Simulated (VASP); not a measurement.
Ni: single point with LDA

The system is Ni.

```
Ni
1.0
     0.00000    1.76726    1.76726
     1.76726    0.00000    1.76726
     1.76726    1.76726    0.00000
Ni
1
Direct
  0.00000 0.00000 0.00000
```

* Program: VASP 6.6.1
* Task: single point
* Functional: LDA
* Potentials or basis: VASP PAW LDA potentials, release 64 (Ni)
* Cutoff: 520 eV
* k mesh: 15 × 15 × 15
* Occupations: fermi-dirac, width 0.1 eV
* Spin: collinear spin, ferromagnetic start
* Starting moments: [0.23] μB
* Fixed moment: 0.23 μB
* Dipole correction: no
* Further INCAR settings: ALGO = Normal; EDIFF = 1e-06; NBANDS = 15

```json
{"Pressure": "-19.5 GPa", "Net moment": "0.23 μB per cell", "Site moments": "Ni +0.23 μB", "Valence electrons inside the program's atomic spheres": "Ni 9.30"}
```

It took 57 s on 1 thread of AMD EPYC 7R13, with other jobs on the host, peak memory 0.11 GiB.

Caveat: the cell stands under tension; the total moment is fixed, so each spin has its own Fermi level.
